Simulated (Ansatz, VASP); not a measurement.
## Ce in VASP and in Ansatz

```
CELL_PARAMETERS angstrom
1.54700 3.00350 0.00000
1.54700 -3.00350 0.00000
0.00000 0.00000 -5.24600
ATOMIC_POSITIONS crystal
Ce 0.10500 0.89500 0.75000
Ce 0.89500 0.10500 0.25000
```

Alike in both runs: task relaxation of cell and atoms; functional PBE; k mesh 6 × 6 × 4; no spin polarisation.

```csv
,VASP,Ansatz
version,VASP 6.6.1,Ansatz 0.2.0
potentials or method,"VASP PAW PBE potentials, release 64 (Ce), cutoff 600 eV",PAW plane waves
occupations,"fermi-dirac, width 0.1 eV",fermi-dirac
valence electrons in the cell,24,24
```

```tsv
	VASP	Ansatz	Ansatz less VASP
gap on the k mesh at the Fermi level, each at its own relaxed structure (eV)	none	none	-
relaxed volume (Å³/atom)	26.61	26.61	+0.003
relaxed cell length with the largest relative difference (Å)	5.292	5.286	-0.0052
```

A gap of «none» marks a metal or a gap that the smearing closes.

The k mesh is coarse, so the values compare programs but aren't converged. Spin-orbit coupling is off throughout.
